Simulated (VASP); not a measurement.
**Sr: single point with RPBE**

Sr:

```
Sr
1.0
     3.85860    0.00000    0.00000
     0.00000    3.85860    0.00000
     0.00000    0.00000    3.85860
Sr
1
Cartesian
  0.0000 0.0000 0.0000
```

This cell differs from its parent crystal: volume scaled by 0.92.

* Program: VASP 6.6.1
* Task: single point
* Functional: RPBE
* Potentials or basis: VASP PAW PBE potentials, release 64 (Sr_sv)
* Cutoff: 520 eV
* k mesh: 9 × 9 × 9
* Occupations: fermi-dirac, width 0.1 eV
* Spin: no spin polarisation
* Dipole correction: no
* Further INCAR settings: ALGO = Normal; EDIFF = 1e-07; NBANDS = 11

| Property | Result |
| --- | --- |
| Pressure | 0.6 GPa |
| Band gap on the k mesh | zero (band 5 reaches 1.86 eV, above the bottom of band 6 at 1.36 eV) |

Levels at points of the mesh, in eV from the Fermi level:
```
           k point  band 3  band 4  band 5  band 6  band 7  band 8
(0.00, 0.00, 0.00)  -18.78  -18.78   -3.38    0.76    0.76    4.90
```

Wall time 8.7 s on 1 thread of Intel(R) Xeon(R) 6975P-C (Granite Rapids), on a shared host, peak memory 0.17 GiB.

Caveat: the PAW data sets were made with another functional, which shifts forces and pressure a little.
